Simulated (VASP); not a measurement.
# Zr2AlN3 (P6_3mc) in VASP: further runs

The runs below take Zr2AlN3 through single point, relaxation of cell and atoms, with PBE.

Everything below comes from runs of VASP 6.6.1. Logs are shortened: lines on timing, memory, paths and dates and some standing lists are left out, and cuts for length are marked.

### Step 1. The cell of the first run

Symmetry: P6_3mc, No. 186, hexagonal system. The conventional cell has a = 3.381 Å, b = 3.381 Å, c = 16.227 Å, α = 90.00°, β = 90.00°, γ = 120.00°. Zr (site symmetry 3m) has 4 N at 2.06 Å within 2.7 Å. Within 2.7 Å of Zr (site symmetry 3m) lie 4 N at 2.06 Å. Al (site symmetry 3m) has 4 N at 2.06 Å within 2.7 Å. N (site symmetry 3m) has 1 Zr at 2.06 Å and 3 Al at 2.06 Å within 2.7 Å. Within 2.7 Å of N (site symmetry 3m) lie 4 Zr at 2.06 Å. N (site symmetry 3m) has 1 Al at 2.06 Å and 3 Zr at 2.06 Å within 2.7 Å.

### Step 2. Single point, PBE

The input, INCAR:

```
SYSTEM = Zr2AlN3
PREC = Accurate ; ENCUT = 520
EDIFF = 1E-6 ; ISMEAR = 0
SIGMA = 0.1 ; LREAL = .FALSE.
LASPH = .TRUE. ; NELM = 100
ALGO = Normal ; ISIF = 2
LWAVE = .FALSE. ; LCHARG = .FALSE.
GGA = PE ; NBANDS = 54
```

The input, KPOINTS:

```
Automatic mesh
0
G
  6 6 1
  0 0 0
```

The input, POSCAR:

```
Zr2AlN3
1.0
    3.3805428000      0.0000000000      0.0000000000
   -1.6902714000      2.9276359500      0.0000000000
    0.0000000000      0.0000000000     16.2272569500
Zr Al N
4 2 6
Direct
    0.3333333300      0.6666666700      0.0000000000
    0.3333333300      0.6666666700      0.3333333300
    0.6666666700      0.3333333300      0.5000000000
    0.6666666700      0.3333333300      0.8333333300
    0.3333333300      0.6666666700      0.6666666700
    0.6666666700      0.3333333300      0.1666666700
    0.3333333300      0.6666666700      0.1266666700
    0.3333333300      0.6666666700      0.4600000000
    0.3333333300      0.6666666700      0.7933333300
    0.6666666700      0.3333333300      0.2933333300
    0.6666666700      0.3333333300      0.6266666700
    0.6666666700      0.3333333300      0.9600000000
```

Potentials or basis: VASP PAW PBE potentials, release 64 (Zr_sv, Al, N).

The run is started by

```bash
cat potpaw_PBE.64/Zr_sv/POTCAR potpaw_PBE.64/Al/POTCAR potpaw_PBE.64/N/POTCAR > POTCAR
mpirun -np 1 vasp_std > vasp.out
```

OUTCAR:

```text
SYSTEM = Zr2AlN3
   PREC = Accurate
   ENCUT = 520
   EDIFF = 1E-6
   ISMEAR = 0
   LREAL = .FALSE.
   LASPH = .TRUE.
   NELM = 100
   ISIF = 2
   GGA = PE

 ion  position               nearest neighbor table
   1  0.333  0.667  0.000-   7 2.06  12 2.06  12 2.06  12 2.06   6 3.34   4 3.34   4 3.34   6 3.34
                             6 3.34   4 3.34
   2  0.333  0.667  0.333-   8 2.06  10 2.06  10 2.06  10 2.06   6 3.34   6 3.34   6 3.34   3 3.34
                             3 3.34   3 3.34
   3  0.667  0.333  0.500-  11 2.06   8 2.06   8 2.06   8 2.06   2 3.34   5 3.34   5 3.34   2 3.34
                             5 3.34   2 3.34
   4  0.667  0.333  0.833-  12 2.06   9 2.06   9 2.06   9 2.06   5 3.34   5 3.34   5 3.34   1 3.34
                             1 3.34   1 3.34
   5  0.333  0.667  0.667-   9 2.06  11 2.06  11 2.06  11 2.06   4 3.34   4 3.34   4 3.34   3 3.34
                             3 3.34   3 3.34
   6  0.667  0.333  0.167-  10 2.06   7 2.06   7 2.06   7 2.06   2 3.34   2 3.34   2 3.34   1 3.34
                             1 3.34   1 3.34
   7  0.333  0.667  0.127-   1 2.06   6 2.06   6 2.06   6 2.06
   8  0.333  0.667  0.460-   2 2.06   3 2.06   3 2.06   3 2.06
   9  0.333  0.667  0.793-   5 2.06   4 2.06   4 2.06   4 2.06
  10  0.667  0.333  0.293-   6 2.06   2 2.06   2 2.06   2 2.06
  11  0.667  0.333  0.627-   3 2.06   5 2.06   5 2.06   5 2.06
  12  0.667  0.333  0.960-   4 2.06   1 2.06   1 2.06   1 2.06

  LATTYP: Found a hexagonal cell.
 ALAT       =     3.3805428000
 C/A-ratio  =     4.8001927235

  Lattice vectors:

 A1 = (   3.3805428000,   0.0000000000,   0.0000000000)
 A2 = (  -1.6902714000,   2.9276359500,   0.0000000000)
 A3 = (   0.0000000000,   0.0000000000,  16.2272569500)

Analysis of symmetry for initial positions (statically):
=====================================================================
 Subroutine PRICEL returns:
 Original cell was already a primitive cell.

 Routine SETGRP: Setting up the symmetry group for a
 hexagonal supercell.

 Subroutine GETGRP returns: Found 12 space group operations
 (whereof  6 operations were pure point group operations)
 out of a pool of 24 trial point group operations.

The static configuration has the point symmetry C_3v.
 The point group associated with its full space group is C_6v.

Analysis of symmetry for dynamics (positions and initial velocities):
=====================================================================
 Subroutine PRICEL returns:
 Original cell was already a primitive cell.

 Routine SETGRP: Setting up the symmetry group for a
 hexagonal supercell.

 Subroutine GETGRP returns: Found 12 space group operations
 (whereof  6 operations were pure point group operations)
 out of a pool of 24 trial point group operations.

The dynamic configuration has the point symmetry C_3v.
 The point group associated with its full space group is C_6v.

 Subroutine INISYM returns: Found 12 space group operations
 (whereof  6 operations are pure point group operations),
 and found     1 'primitive' translations

----------------------------------------------------------------------------------------

                                     Primitive cell

  volume of cell :     160.6011

  direct lattice vectors                    reciprocal lattice vectors
     3.380542800  0.000000000  0.000000000     0.295810483  0.170786262  0.000000000
    -1.690271400  2.927635950  0.000000000     0.000000000  0.341572524  0.000000000
     0.000000000  0.000000000 16.227256950     0.000000000  0.000000000  0.061624710

  length of vectors
     3.380542800  3.380542806 16.227256950     0.341572524  0.341572524  0.061624710

  position of ions in fractional coordinates (direct lattice)
     0.333333330  0.666666670  0.000000000
     0.333333330  0.666666670  0.333333330
     0.666666670  0.333333330  0.500000000
     0.666666670  0.333333330  0.833333330
     0.333333330  0.666666670  0.666666670
     0.666666670  0.333333330  0.166666670
     0.333333330  0.666666670  0.126666670
     0.333333330  0.666666670  0.460000000
     0.333333330  0.666666670  0.793333330
     0.666666670  0.333333330  0.293333330
     0.666666670  0.333333330  0.626666670
     0.666666670  0.333333330  0.960000000

  ion indices of the primitive-cell ions
   primitive index   ion index
                 1           1
                 2           2
                 3           3
                 4           4
                 5           5
                 6           6
                 7           7
                 8           8
                 9           9
                10          10
                11          11
                12          12

----------------------------------------------------------------------------------------

 KPOINTS: Automatic mesh

Automatic generation of k-mesh.
 Grid dimensions read from file:
 generate k-points for:    6    6    1

 Generating k-lattice:

  Cartesian coordinates                     Fractional coordinates (reciprocal lattice)
     0.049301747  0.028464377  0.000000000     0.166666667  0.000000000  0.000000000
     0.000000000  0.056928754  0.000000000     0.000000000  0.166666667  0.000000000
     0.000000000  0.000000000  0.061624710     0.000000000  0.000000000  1.000000000

  Length of vectors
     0.056928754  0.056928754  0.061624710

  Shift w.r.t. Gamma in fractional coordinates (k-lattice)
     0.000000000  0.000000000  0.000000000

 Subroutine IBZKPT returns following result:
 ===========================================

 Found      7 irreducible k-points:

 Following reciprocal coordinates:
            Coordinates               Weight
  0.000000  0.000000  0.000000      1.000000
  0.166667 -0.000000  0.000000      6.000000
  0.333333 -0.000000  0.000000      6.000000
  0.500000 -0.000000  0.000000      3.000000
  0.166667  0.166667  0.000000      6.000000
  0.333333  0.166667  0.000000     12.000000
  0.333333  0.333333  0.000000      2.000000
   k-points           NKPTS =      7   k-points in BZ     NKDIM =      7   number of bands    NBANDS=     54
   number of dos      NEDOS =    301   number of ions     NIONS =     12
   total plane-waves  NPLWV =  98784
   dimension x,y,z NGX =    28 NGY =   28 NGZ =  126
   dimension x,y,z NGXF=    56 NGYF=   56 NGZF=  252
   ions per type =               4   2   6
   NGX,Y,Z   is equivalent  to a cutoff of  13.77, 13.77, 12.91 a.u.
   NGXF,Y,Z  is equivalent  to a cutoff of  27.54, 27.54, 25.82 a.u.
 SYSTEM =  Zr2AlN3
   PREC   = accura    normal or accurate (medium, high low for compatibility)
   ISTART =      0    job   : 0-new  1-cont  2-samecut
   ICHARG =      2    charge: 1-file 2-atom 10-const
   ISPIN  =      1    spin polarized calculation?
   LNONCOLLINEAR =      F non collinear calculations
   LSORBIT =      F    spin-orbit coupling
   LASPH  =      T    aspherical Exc in radial PAW
   ENCUT  =  520.0 eV  38.22 Ry    6.18 a.u.   6.29  6.29 30.17*2*pi/ulx,y,z
   NELM   =    100;   NELMIN=  2; NELMDL= -5     # of ELM steps
   EDIFF  = 0.1E-05   stopping-criterion for ELM
   LREAL  =      F    real-space projection
[... 7 lines left out ...]
   TEBEG  =    0.0;   TEEND  =   0.0 temperature during run
   PSTRESS=    0.0 pullay stress
   NELECT =      84.0000    total number of electrons
   NUPDOWN=      -1.0000    fix difference up-down
   EMIN   =  10.00;   EMAX   =-10.00  energy-range for DOS
   EFERMI =   0.00;   METHOD = LEGACY
   ISMEAR =     0;   SIGMA  =   0.10  broadening in eV -4-tet -1-fermi 0-gaus
   EFERMI_NEDOS =   21; number of points for ismear=-14 and -15
   IALGO  =     38    algorithm
   IMIX   =      4    mixing-type and parameters
     AMIX     =   0.40;   BMIX     =  1.00
     AMIX_MAG =   1.60;   BMIX_MAG =  1.00
  volume/ion in A,a.u.               =      13.38        90.32
  Fermi-wavevector in a.u.,A,eV,Ry     =   1.319021  2.492588 23.671640  1.739816
  Thomas-Fermi vector in A             =   2.448949
   LORBIT       =      0    0 simple, 1 ext, 2 COOP (PROOUT), +10 PAW based schemes
   GGA     = PE    functional components
   LHFCALC =     F    Hartree Fock is set to
   AEXX    =    0.0000 exact exchange contribution
   IVDW    =     0    specifies the selected vdW correction
   LEPSILON=     F    determine dielectric tensor
   LRPA    =     F    only Hartree local field effects (RPA)
 non-spin polarized calculation
 Gauss-broadening in eV      SIGMA  =   0.10
  energy-cutoff  :      520.00
  volume of cell :      160.60
 maximum number of plane-waves:      4369
 NGX is ok and might be reduce to    28
   NGX = 13   NGY = 13   NGZ = 61

 number of electron      84.0000001 magnetization

 Free energy of the ion-electron system (eV)
  ---------------------------------------------------
  ext. energy  EPLUGINS =         0.00000000
  ---------------------------------------------------
  free energy    TOTEN  =      -104.31667610 eV

  energy without entropy =     -104.28462691  energy(sigma->0) =     -104.30065151

 E-fermi :   9.7470     XC(G=0): -11.1028

 val. band max:        9.7333518418   @ k =   0.1667  -0.0000   0.0000
 cond. band min:       9.7739451289   @ k =   0.1667  -0.0000   0.0000
 fundamental gap:      0.0405932871
 Fermi energy:         9.7470486954

 k-point     1 :       0.0000    0.0000    0.0000
  band No.  band energies     occupation
      1     -39.7721      2.00000
      2     -39.7720      2.00000
      3     -39.6322      2.00000
      4     -39.6322      2.00000
      5     -18.4158      2.00000
      6     -18.4103      2.00000
[... 46 lines left out ...]
     53      12.3510      0.00000
     54      12.6454      0.00000

 k-point     2 :       0.1667   -0.0000    0.0000
  band No.  band energies     occupation
      1     -39.7541      2.00000
      2     -39.7541      2.00000
      3     -39.6170      2.00000
      4     -39.6170      2.00000
      5     -18.3817      2.00000
      6     -18.3770      2.00000
[... 46 lines left out ...]
     53      12.3307      0.00000
     54      12.6581      0.00000

 k-point     3 :       0.3333   -0.0000    0.0000
  band No.  band energies     occupation
      1     -39.7179      2.00000
      2     -39.7179      2.00000
      3     -39.5864      2.00000
      4     -39.5864      2.00000
      5     -18.4003      2.00000
      6     -18.3993      2.00000
[... 46 lines left out ...]
     53      12.4653      0.00000
     54      12.8853      0.00000

 k-point     4 :       0.5000   -0.0000    0.0000
  band No.  band energies     occupation
      1     -39.6996      2.00000
      2     -39.6996      2.00000
      3     -39.5711      2.00000
      4     -39.5711      2.00000
      5     -18.5346      2.00000
      6     -18.5340      2.00000
[... 46 lines left out ...]
     53      12.5244      0.00000
     54      12.8653      0.00000

 k-point     5 :       0.1667    0.1667    0.0000
  band No.  band energies     occupation
      1     -39.7270      2.00000
      2     -39.7270      2.00000
      3     -39.5941      2.00000
      4     -39.5941      2.00000
      5     -18.3625      2.00000
      6     -18.3600      2.00000
[... 46 lines left out ...]
     53      12.4502      0.00000
     54      12.9212      0.00000

 k-point     6 :       0.3333    0.1667    0.0000
  band No.  band energies     occupation
      1     -39.6996      2.00000
      2     -39.6996      2.00000
      3     -39.5711      2.00000
      4     -39.5711      2.00000
      5     -18.4537      2.00000
      6     -18.4531      2.00000
[... 46 lines left out ...]
     53      12.6815      0.00000
     54      12.8876      0.00000

 k-point     7 :       0.3333    0.3333    0.0000
  band No.  band energies     occupation
      1     -39.6904      2.00000
      2     -39.6904      2.00000
      3     -39.5634      2.00000
      4     -39.5634      2.00000
      5     -18.4100      2.00000
      6     -18.4100      2.00000
[... 46 lines left out ...]
     53      12.8200      0.00000
     54      12.8200      0.00000

------------------------ aborting loop because EDIFF is reached ----------------------------------------

  FORCE on cell =-STRESS in cart. coord.  units (eV):
  Direction    XX          YY          ZZ          XY          YZ          ZX
  --------------------------------------------------------------------------------------
  -------------------------------------------------------------------------------------
  Total       11.9427804     11.9427805     13.6264727      0.0000000     -0.0000000      0.0000000
  in kB      119.1426916    119.1426921    135.9394186      0.0000000     -0.0000000      0.0000000
  external PRESSURE =     124.7416007 kB  Pullay stress =       0.0000000 kB

 VOLUME and BASIS-vectors are now :
 -----------------------------------------------------------------------------
  energy-cutoff  :      520.00
  volume of cell :      160.60
      direct lattice vectors                 reciprocal lattice vectors
     3.380542800  0.000000000  0.000000000     0.295810483  0.170786262  0.000000000
    -1.690271400  2.927635950  0.000000000     0.000000000  0.341572524  0.000000000
     0.000000000  0.000000000 16.227256950     0.000000000  0.000000000  0.061624710

 POSITION                                       TOTAL-FORCE (eV/Angst)
 -----------------------------------------------------------------------------------
     -0.00000      1.95176      0.00000        -0.000000     -0.000000     -0.792438
     -0.00000      1.95176      5.40909        -0.000000      0.000000      0.492076
      1.69027      0.97588      8.11363         0.000000      0.000000     -0.792438
      1.69027      0.97588     13.52271         0.000000     -0.000000      0.492076
     -0.00000      1.95176     10.81817         0.000000      0.000000     -0.058404
      1.69027      0.97588      2.70454         0.000000     -0.000000     -0.058404
     -0.00000      1.95176      2.05545        -0.000000      0.000000      3.353723
     -0.00000      1.95176      7.46454         0.000000     -0.000000      0.227947
     -0.00000      1.95176     12.87362        -0.000000     -0.000000     -3.222904
      1.69027      0.97588      4.76000         0.000000     -0.000000     -3.222904
      1.69027      0.97588     10.16908         0.000000     -0.000000      3.353723
      1.69027      0.97588     15.57817        -0.000000     -0.000000      0.227947
 -----------------------------------------------------------------------------------
    total drift:                                0.000016     -0.000009      0.001199

  FREE ENERGIE OF THE ION-ELECTRON SYSTEM (eV)
  ---------------------------------------------------
  free  energy   TOTEN  =      -104.3166760985 eV

  energy  without entropy=     -104.2846269144  energy(sigma->0) =     -104.30065151
```

Wall time 67 s (1 thread of Intel Xeon Platinum 8488C (Sapphire Rapids), shared host); peak memory 0.31 GiB.

What came out:

```yaml
Free_energy: -104.3167 eV
Pressure: 12.5 GPa
Largest_force: 3.354 eV/Å
Band_gap_on_the_k_mesh: zero (band 42 reaches 9.77 eV, above the bottom of band 43 at 9.34 eV)
```

Forces on the atoms (eV/Å):
```
Zr   0.000  0.000 -0.792
Zr   0.000  0.000  0.492
Zr   0.000  0.000 -0.792
Zr   0.000  0.000  0.492
Al   0.000  0.000 -0.058
Al   0.000  0.000 -0.058
N    0.000  0.000  3.354
N    0.000  0.000  0.228
N    0.000  0.000 -3.223
N    0.000  0.000 -3.223
N    0.000  0.000  3.354
N    0.000  0.000  0.228
```

Stress tensor (GPa, compression positive):
```
11.91  0.00  0.00
 0.00 11.91  0.00
 0.00  0.00 13.59
```

Levels at points of the mesh, in eV from the Fermi level:
```csv
k point,band 39,band 40,band 41,band 42,band 43,band 44,band 45,band 46
"(0.00, 0.00, 0.00)",-4.28,-4.28,-0.89,-0.33,0.61,0.90,0.90,1.05
"(0.50, 0.00, 0.00)",-4.07,-3.99,-0.56,-0.53,0.42,0.43,0.63,1.00
```

Caveat: the k points lie up to 0.39 Å⁻¹ apart; forces of over 1 eV/Å act on the atoms, so gaps and moduli don't describe the material at rest.

(Continued in part 2 of 3.)
